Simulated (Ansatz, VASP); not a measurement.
Two plane-wave programs on GaCuSe2

POSCAR

```
GaCuSe2
1.0
   -2.8591265819      2.8591265819      5.6581163209
    2.8591265819     -2.8591265819      5.6581163209
    2.8591265819      2.8591265819     -5.6581163209
Ga Cu Se
2 2 4
Direct
    0.5000000000      0.5000000000      0.0000000000
    0.2500000000      0.7500000000      0.5000000000
    0.0000000000      0.0000000000      0.0000000000
    0.7500000000      0.2500000000      0.5000000000
    0.3750000000      0.3713580581      0.4963580581
    0.6286419419      0.1250000000      1.0036419419
    0.8750000000      0.8786419419      0.5036419419
    0.1213580581      0.6250000000     -0.0036419419
```

Contents of INCAR.step1:

```
SYSTEM = GaCuSe2
ALGO = Normal
EDIFF = 1E-4
ENCUT = 520
GGA = PE
ISMEAR = 0
LASPH = .TRUE.
LCHARG = .FALSE.
LREAL = .FALSE.
LWAVE = .TRUE.
NBANDS = 46
NELM = 100
PREC = Accurate
SIGMA = 0.01
```

INCAR.step2

```
SYSTEM = GaCuSe2
ALGO = Normal
EDIFF = 1E-6
ENCUT = 520
ISIF = 2
ISMEAR = 0
ISTART = 1
LASPH = .TRUE.
LCHARG = .FALSE.
LMIXTAU = .TRUE.
LREAL = .FALSE.
LWAVE = .FALSE.
METAGGA = R2SCAN
NBANDS = 46
NELM = 100
PREC = Accurate
SIGMA = 0.01
```

File KPOINTS:

```
k-points
0
G
  6 6 6
  0 0 0
```

Input for Ansatz:

```yaml
crystal:
  lattice:
    - [-2.8591265819, 2.8591265819, 5.6581163209]
    - [2.8591265819, -2.8591265819, 5.6581163209]
    - [2.8591265819, 2.8591265819, -5.6581163209]
  atoms:
    - { symbol: Ga, position: [0.5, 0.5, 0.0] }
    - { symbol: Ga, position: [0.25, 0.75, 0.5] }
    - { symbol: Cu, position: [0.0, 0.0, 0.0] }
    - { symbol: Cu, position: [0.75, 0.25, 0.5] }
    - { symbol: Se, position: [0.375, 0.3713580581, 0.4963580581] }
    - { symbol: Se, position: [0.6286419419, 0.125, 1.0036419419] }
    - { symbol: Se, position: [0.875, 0.8786419419, 0.5036419419] }
    - { symbol: Se, position: [0.1213580581, 0.625, -0.0036419419] }
kpoints:
  mp_grid: { grid: [6, 6, 6] }
hamiltonian:
  xc: r2scan
scf:
  occupations: { method: fixed }
  n_extra_bands: 6
output:
  forces: true
  stress: true
  eigenvalues: true
```

Alike in both runs: task single point; functional r2SCAN; k mesh 6 × 6 × 6; no spin polarisation.

|  | VASP | Ansatz |
| --- | --- | --- |
| version | VASP 6.6.1 | Ansatz 0.2.0 |
| potentials or method | VASP PAW PBE potentials, release 64 (Ga_d, Cu, Se) | plane waves, PAW |
| plane-wave cutoff (eV) | 520 | 500 |
| occupations | gaussian, width 0.01 eV | fixed |
| valence electrons in the cell | 72 | 128 |

```tsv
	VASP	Ansatz	Ansatz less VASP
gap on the k mesh at the Fermi level (eV)	0.29	0.29	+0.001
pressure (GPa)	-3.5	-3.6	-0.07
rms of the force components (eV/Å)	0.034	0.032	-0.0013
```

VASP's potentials were made for PBE, not for r2SCAN. Atom by atom the forces differ by 0.001 eV/Å (rms over components). VASP's potentials hold 72 valence electrons a cell and Ansatz's 128, so a difference there can come from the potentials and not from the codes.
